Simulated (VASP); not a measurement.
# InSb (F-43m) in VASP: further runs

Runs on InSb. Level: PBEsol. Tasks: vibrations by perturbation theory.

Program: VASP 6.6.1. These are calculated values, not measurements. Logs are shortened: lines on timing, memory, paths and dates and some standing lists are left out, and cuts for length are marked.

### 1 The cell of the first run

It takes space group F-43m (No. 216, cubic). Conventional cell: a = 6.520 Å, b = 6.520 Å, c = 6.520 Å, α = 90.00°, β = 90.00°, γ = 90.00°. Within 3.7 Å of In (site symmetry -43m) lie 4 Sb at 2.82 Å. Sb (site symmetry -43m) has 4 In at 2.82 Å within 3.7 Å.

### 2 Vibrations by perturbation theory, PBEsol

Contents of INCAR:

```
PREC     = Accurate       # precision mode
ENCUT    = 520            # plane-wave cutoff, eV
EDIFF    = 1E-8           # SCF threshold, eV
ISMEAR   = 0              # smearing method
SIGMA    = 0.15           # smearing width, eV
LREAL    = False          # projectors in reciprocal space
LASPH    = True           # aspherical terms in the spheres
NELM     = 80             # most SCF steps
ALGO     = Normal         # electronic algorithm
ISIF     = 2              # what is computed and relaxed
LWAVE    = False          # write WAVECAR
LCHARG   = False          # write CHGCAR
GGA      = PS             # functional
NBANDS   = 16             # bands
IBRION   = 8              # ionic algorithm
NSW      = 1              # ionic steps
```

Contents of KPOINTS:

```
Automatic mesh
0
Gamma
  16 16 16
```

Contents of POSCAR:

```
InSb
1.0
    0.0000000000      3.2599290600      3.2599290600
    3.2599290600      0.0000000000      3.2599290600
    3.2599290600      3.2599290600      0.0000000000
In Sb
1 1
Direct
    0.0000000000      0.0000000000      0.0000000000
    0.7500000000      0.7500000000      0.7500000000
```

Potentials or basis: VASP PAW PBE potentials, release 64 (In_d, Sb).

Command:

```sh
$ cat potpaw_PBE.64/In_d/POTCAR potpaw_PBE.64/Sb/POTCAR > POTCAR
$ mpirun -np 1 vasp_std > vasp.out
```

OUTCAR:

```text
PREC = Accurate
   ENCUT = 520
   EDIFF = 1E-8
   ISMEAR = 0
   LREAL = False
   LASPH = True
   NELM = 80
   ISIF = 2
   GGA = PS
   IBRION = 8
   NSW = 1

 ion  position               nearest neighbor table
   1  0.000  0.000  0.000-   2 2.82   2 2.82   2 2.82   2 2.82
   2  0.750  0.750  0.750-   1 2.82   1 2.82   1 2.82   1 2.82

  LATTYP: Found a face centered cubic cell.
 ALAT       =     6.5198581200

  Lattice vectors:

 A1 = (   0.0000000000,   3.2599290600,   3.2599290600)
 A2 = (   3.2599290600,   0.0000000000,   3.2599290600)
 A3 = (   3.2599290600,   3.2599290600,   0.0000000000)

Analysis of symmetry for initial positions (statically):
=====================================================================
 Subroutine PRICEL returns:
 Original cell was already a primitive cell.

 Routine SETGRP: Setting up the symmetry group for a
 face centered cubic supercell.

 Subroutine GETGRP returns: Found 24 space group operations
 (whereof 24 operations were pure point group operations)
 out of a pool of 48 trial point group operations.

The static configuration has the point symmetry T_d .

Analysis of symmetry for dynamics (positions and initial velocities):
=====================================================================
 Subroutine PRICEL returns:
 Original cell was already a primitive cell.

 Routine SETGRP: Setting up the symmetry group for a
 face centered cubic supercell.

 Subroutine GETGRP returns: Found 24 space group operations
 (whereof 24 operations were pure point group operations)
 out of a pool of 48 trial point group operations.

The dynamic configuration has the point symmetry T_d .

 Subroutine INISYM returns: Found 24 space group operations
 (whereof 24 operations are pure point group operations),
 and found     1 'primitive' translations

----------------------------------------------------------------------------------------

                                     Primitive cell

  volume of cell :      69.2874

  direct lattice vectors                    reciprocal lattice vectors
     0.000000000  3.259929060  3.259929060    -0.153377571  0.153377571  0.153377571
     3.259929060  0.000000000  3.259929060     0.153377571 -0.153377571  0.153377571
     3.259929060  3.259929060  0.000000000     0.153377571  0.153377571 -0.153377571

  length of vectors
     4.610235889  4.610235889  4.610235889     0.265657745  0.265657745  0.265657745

  position of ions in fractional coordinates (direct lattice)
     0.000000000  0.000000000  0.000000000
     0.750000000  0.750000000  0.750000000

  ion indices of the primitive-cell ions
   primitive index   ion index
                 1           1
                 2           2

----------------------------------------------------------------------------------------

 KPOINTS: Automatic mesh

Automatic generation of k-mesh.
 Grid dimensions read from file:
 generate k-points for:   16   16   16

 Generating k-lattice:

  Cartesian coordinates                     Fractional coordinates (reciprocal lattice)
    -0.009586098  0.009586098  0.009586098     0.062500000  0.000000000  0.000000000
     0.009586098 -0.009586098  0.009586098     0.000000000  0.062500000  0.000000000
     0.009586098  0.009586098 -0.009586098     0.000000000  0.000000000  0.062500000

  Length of vectors
     0.016603609  0.016603609  0.016603609

  Shift w.r.t. Gamma in fractional coordinates (k-lattice)
     0.000000000  0.000000000  0.000000000
[... 73 lines left out ...]
  Fermi-wavevector in a.u.,A,eV,Ry     =   1.044594  1.973996 14.846359  1.091177
  Thomas-Fermi vector in A             =   2.179353
   LORBIT       =      0    0 simple, 1 ext, 2 COOP (PROOUT), +10 PAW based schemes
   GGA     = PS    functional components
   LHFCALC =     F    Hartree Fock is set to
   AEXX    =    0.0000 exact exchange contribution
   IVDW    =     0    specifies the selected vdW correction
   LEPSILON=     F    determine dielectric tensor
   LRPA    =     F    only Hartree local field effects (RPA)
 non-spin polarized calculation
 Gauss-broadening in eV      SIGMA  =   0.15
  energy-cutoff  :      520.00
  volume of cell :       69.29
 maximum number of plane-waves:      1892
   NGX = 17   NGY = 17   NGZ = 17

--------------------------------------- Ionic step        1  -------------------------------------------

 number of electron      17.9999994 magnetization

 Free energy of the ion-electron system (eV)
  ---------------------------------------------------
  ext. energy  EPLUGINS =         0.00000000
  ---------------------------------------------------
  free energy    TOTEN  =        -7.70122986 eV

  energy without entropy =       -7.70110373  energy(sigma->0) =       -7.70116679

 E-fermi :   4.9128     XC(G=0):  -8.7890

 val. band max:        4.7642702981   @ k =   0.0000   0.0000   0.0000
 cond. band min:       5.2039138931   @ k =   0.5000   0.0000   0.0000
 fundamental gap:      0.4396435950
 Fermi energy:         4.9127955729

 k-point     1 :       0.0000    0.0000    0.0000
  band No.  band energies     occupation
      1      -9.7357      2.00000
      2      -9.7357      2.00000
      3      -9.7357      2.00000
      4      -9.6543      2.00000
      5      -9.6543      2.00000
      6      -5.8662      2.00000
[... 433 lines left out ...]
      3      -9.7328      2.00000
      4      -9.6549      2.00000
      5      -9.6541      2.00000
      6      -5.7734      2.00000
[... 8 lines left out ...]
     15      12.1169      0.00000
     16      12.4448      0.00000

 [... further k-points ...]

------------------------ aborting loop because EDIFF is reached ----------------------------------------

  FORCE on cell =-STRESS in cart. coord.  units (eV):
  Direction    XX          YY          ZZ          XY          YZ          ZX
  --------------------------------------------------------------------------------------
  -------------------------------------------------------------------------------------
  Total       -0.0010551     -0.0010551     -0.0010551      0.0000000      0.0000000     -0.0000000
  in kB       -0.0243973     -0.0243973     -0.0243973      0.0000000      0.0000000     -0.0000000
  external PRESSURE =      -0.0243973 kB  Pullay stress =       0.0000000 kB

 VOLUME and BASIS-vectors are now :
 -----------------------------------------------------------------------------
  energy-cutoff  :      520.00
  volume of cell :       69.29
      direct lattice vectors                 reciprocal lattice vectors
     0.000000000  3.259929060  3.259929060    -0.153377571  0.153377571  0.153377571
     3.259929060  0.000000000  3.259929060     0.153377571 -0.153377571  0.153377571
     3.259929060  3.259929060  0.000000000     0.153377571  0.153377571 -0.153377571

 POSITION                                       TOTAL-FORCE (eV/Angst)
 -----------------------------------------------------------------------------------
      0.00000      0.00000      0.00000         0.000000      0.000000     -0.000000
      4.88989      4.88989      4.88989        -0.000000     -0.000000      0.000000
 -----------------------------------------------------------------------------------
    total drift:                                0.000000      0.000000      0.000000

  FREE ENERGIE OF THE ION-ELECTRON SYSTEM (eV)
  ---------------------------------------------------
  free  energy   TOTEN  =        -7.7012298563 eV

  energy  without entropy=       -7.7011037297  energy(sigma->0) =       -7.70116679

[... ionic steps 2 to 3 ...]

--------------------------------------- Ionic step        4  -------------------------------------------

------------------------ aborting loop because EDIFF is reached ----------------------------------------

[... ionic steps 5 to 6 ...]

--------------------------------------- Ionic step        7  -------------------------------------------

 Free energy of the ion-electron system (eV)
  ---------------------------------------------------
  ---------------------------------------------------
  free energy    TOTEN  =        -0.02705368 eV

  energy without entropy =       -0.02705368

------------------------ aborting loop because EDIFF is reached ----------------------------------------

 INTERNAL STRAIN TENSOR  FOR ION    2  DIRECTION 1   (eV/Angst):
 -----------------------------------------------------------------------------
    -0.00241  0.00000  0.00000
     0.00000  0.00234  6.84410
     0.00000  6.84410  0.00234

 INTERNAL STRAIN TENSOR FOR ION    2 for displacements in x,y,z  (eV/Angst):
          X           Y           Z          XY          YZ          ZX
  --------------------------------------------------------------------------------
  x    -0.00000     0.00000     0.00000     0.00000     6.84410     0.00000
  y     0.00000     0.00000     0.00000     0.00000     0.00000     6.84410
  z     0.00000     0.00000     0.00000     6.84410     0.00000     0.00000

 SECOND DERIVATIVES (NOT SYMMETRIZED)
 ------------------------------------
               1X          1Y          1Z          2X          2Y          2Z
  1X    -6.577427    0.000000    0.000000    6.577427    0.000000    0.000000
  1Y     0.000000   -6.577427    0.000000    0.000000    6.577427    0.000000
  1Z     0.000000    0.000000   -6.577427    0.000000    0.000000    6.577427
  2X     6.582345    0.000000    0.000000   -6.582345    0.000000    0.000000
  2Y     0.000000    6.582345    0.000000    0.000000   -6.582345    0.000000
  2Z     0.000000    0.000000    6.582345    0.000000    0.000000   -6.582345

 Eigenvectors and eigenvalues of the dynamical matrix
 ----------------------------------------------------

   1 f  =    5.216679 THz    32.777361 2PiTHz  174.009683 cm-1    21.574441 meV
             X         Y         Z           dx          dy          dz
      0.000000  0.000000  0.000000    -0.339801    0.631661    0.000000
      4.889894  4.889894  4.889894     0.330112   -0.613650    0.000000
[... 21 lines left out ...]
   6 f/i=    0.000975 THz     0.006123 2PiTHz    0.032508 cm-1     0.004030 meV
             X         Y         Z           dx          dy          dz
      0.000000  0.000000  0.000000     0.696299   -0.026232    0.004368
      4.889894  4.889894  4.889894     0.716736   -0.027002    0.004496

--------------------------------------------------------------------------------------------------------

 ELASTIC MODULI CONTR FROM IONIC RELAXATION (kBar)
 Direction    XX          YY          ZZ          XY          YZ          ZX
 --------------------------------------------------------------------------------
 XX          -0.0000      0.0000     -0.0000      0.0000      0.0000      0.0000
 YY           0.0000     -0.0000      0.0000      0.0000      0.0000     -0.0000
 ZZ          -0.0000      0.0000     -0.0000     -0.0000      0.0000      0.0000
 XY           0.0000      0.0000     -0.0000   -165.7577      0.0000      0.0000
 YZ           0.0000      0.0000      0.0000      0.0000   -165.7577      0.0000
 ZX           0.0000     -0.0000      0.0000      0.0000      0.0000   -165.7577
 --------------------------------------------------------------------------------
```

It took 29 min on 1 thread of Intel Xeon 8259CL, shared host; peak memory 1.4 GiB.

Results:

| Quantity | Value |
| --- | --- |
| Highest phonon frequency at Γ, LO-TO splitting left out | 174 cm⁻¹ |

Phonon frequencies in cm⁻¹ (negative: imaginary):
```csv
q point,frequencies
"(0.000, 0.000, 0.000)",0 0 0 174 174 174
```

Caveat: the PAW data sets were made with another functional, which shifts forces and pressure a little; spin-orbit coupling is left out, which moves the levels of the heavy elements.

### 3 Vibrations by perturbation theory, PBEsol

This run uses another cell than the first one, of 37.85 Å³/atom.

Contents of INCAR:

```
PREC = Accurate
ENCUT = 520
EDIFF = 1E-8
ISMEAR = -1
SIGMA = 0.15
LREAL = False
LASPH = True
NELM = 100
ALGO = Normal
ISIF = 2
LWAVE = False
LCHARG = True
GGA = PS
NBANDS = 16
IBRION = 8
NSW = 1
```

Contents of KPOINTS:

```
Automatic mesh
0
Gamma
  12 12 12
```

Contents of POSCAR:

```
InSb
1.0
    0.0000000000      3.3574925002      3.3574925002
    3.3574925002      0.0000000000      3.3574925002
    3.3574925002      3.3574925002      0.0000000000
In Sb
1 1
Direct
    0.0000000000      0.0000000000      0.0000000000
    0.7500000000      0.7500000000      0.7500000000
```

Potentials or basis: VASP PAW PBE potentials, release 64 (In_d, Sb).

Command:

```sh
$ cat potpaw_PBE.64/In_d/POTCAR potpaw_PBE.64/Sb/POTCAR > POTCAR
$ mpirun -np 1 vasp_std > vasp.out
```

OUTCAR:

```text
PREC = Accurate
   ENCUT = 520
   EDIFF = 1E-8
   ISMEAR = -1
   LREAL = False
   LASPH = True
   NELM = 100
   ISIF = 2
   GGA = PS
   IBRION = 8
   NSW = 1

 ion  position               nearest neighbor table
   1  0.000  0.000  0.000-   2 2.91   2 2.91   2 2.91   2 2.91
   2  0.750  0.750  0.750-   1 2.91   1 2.91   1 2.91   1 2.91

  LATTYP: Found a face centered cubic cell.
 ALAT       =     6.7149850004

  Lattice vectors:

 A1 = (   0.0000000000,   3.3574925002,   3.3574925002)
 A2 = (   3.3574925002,   0.0000000000,   3.3574925002)
 A3 = (   3.3574925002,   3.3574925002,   0.0000000000)

Analysis of symmetry for initial positions (statically):
=====================================================================
 Subroutine PRICEL returns:
 Original cell was already a primitive cell.

 Routine SETGRP: Setting up the symmetry group for a
 face centered cubic supercell.

 Subroutine GETGRP returns: Found 24 space group operations
 (whereof 24 operations were pure point group operations)
[... 680 lines left out ...]

 INTERNAL STRAIN TENSOR  FOR ION    2  DIRECTION 1   (eV/Angst):
 -----------------------------------------------------------------------------
    -0.00118  0.00000  0.00000
     0.00000  0.00237  4.34264
     0.00000  4.34264  0.00237

 INTERNAL STRAIN TENSOR FOR ION    2 for displacements in x,y,z  (eV/Angst):
          X           Y           Z          XY          YZ          ZX
  --------------------------------------------------------------------------------
  x    -0.00000     0.00000     0.00000     0.00000     4.34264     0.00000
  y    -0.00000     0.00000    -0.00000     0.00000     0.00000     4.34264
  z     0.00000     0.00000    -0.00000     4.34264     0.00000     0.00000

 SECOND DERIVATIVES (NOT SYMMETRIZED)
 ------------------------------------
               1X          1Y          1Z          2X          2Y          2Z
  1X    -5.062599    0.000000    0.000000    5.062599    0.000000    0.000000
  1Y     0.000000   -5.062599    0.000000    0.000000    5.062599    0.000000
  1Z     0.000000    0.000000   -5.062599    0.000000    0.000000    5.062599
  2X     5.040676    0.000000    0.000000   -5.040676    0.000000    0.000000
  2Y     0.000000    5.040676    0.000000    0.000000   -5.040676    0.000000
  2Z     0.000000    0.000000    5.040676    0.000000    0.000000   -5.040676

 Eigenvectors and eigenvalues of the dynamical matrix
 ----------------------------------------------------

   1 f  =    4.571065 THz    28.720851 2PiTHz  152.474331 cm-1    18.904399 meV
             X         Y         Z           dx          dy          dz
      0.000000  0.000000  0.000000     0.000000    0.718144    0.000000
      5.036239  5.036239  5.036239     0.000000   -0.695895    0.000000
[... 21 lines left out ...]
   6 f/i=    0.004957 THz     0.031145 2PiTHz    0.165343 cm-1     0.020500 meV
             X         Y         Z           dx          dy          dz
      0.000000  0.000000  0.000000     0.000000    0.000000   -0.695895
      5.036239  5.036239  5.036239     0.000000    0.000000   -0.718144

--------------------------------------------------------------------------------------------------------

 ELASTIC MODULI CONTR FROM IONIC RELAXATION (kBar)
 Direction    XX          YY          ZZ          XY          YZ          ZX
 --------------------------------------------------------------------------------
 XX          -0.0000      0.0000     -0.0000     -0.0000      0.0000      0.0000
 YY           0.0000     -0.0000      0.0000     -0.0000     -0.0000     -0.0000
 ZZ          -0.0000      0.0000     -0.0000      0.0000     -0.0000      0.0000
 XY          -0.0000     -0.0000      0.0000    -79.9139     -0.0000     -0.0000
 YZ           0.0000     -0.0000     -0.0000     -0.0000    -79.9139     -0.0000
 ZX           0.0000     -0.0000      0.0000     -0.0000     -0.0000    -79.9139
 --------------------------------------------------------------------------------
```

Wall time 7.6 min (1 thread of Intel Xeon Platinum 8488C (Sapphire Rapids), shared host); peak memory 0.81 GiB.

Results:

```yaml
Highest_phonon_frequency_at_Γ_LO-TO_splitting_left_out: 152 cm⁻¹
```

Phonon frequencies in cm⁻¹ (negative: imaginary):
| q point | frequencies |
| --- | --- |
| (0.000, 0.000, 0.000) | 0 0 0 152 152 152 |

Caveat: the cell stands under pressure or tension, which shifts response properties; the PAW data sets were made with another functional, which shifts forces and pressure a little; spin-orbit coupling is left out, which moves the levels of the heavy elements.
